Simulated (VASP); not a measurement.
A run of VASP 6.6.1 is set up as follows.

The input INCAR:

```
SYSTEM = Al
ALGO = Normal ; EDIFF = 1E-7
ENCUT = 520 ; ISIF = 2
ISMEAR = -1 ; LASPH = .TRUE.
LCHARG = .FALSE. ; LREAL = .FALSE.
LWAVE = .FALSE. ; NBANDS = 8
NELM = 60 ; PREC = Accurate
SIGMA = 0.08
```

KPOINTS

```
k-points
0
G
  19 19 19
  0 0 0
```

Contents of POSCAR:

```
Al
1.0
   -1.5043516205      1.5043516205      1.5043516205
    1.5043516205     -1.5043516205      1.5043516205
    1.5043516205      1.5043516205     -1.5043516205
Al
1
Direct
    0.0000000000      0.0000000000      0.0000000000
```

Potentials or basis: VASP PAW LDA potentials, release 64 (Al).

Command:

```sh
$ cat potpaw_LDA.64/Al/POTCAR > POTCAR
$ mpirun -np 1 vasp_std > vasp.out
```

(1) What does it give for the pressure?

## Answers

(1) 19.1 GPa.
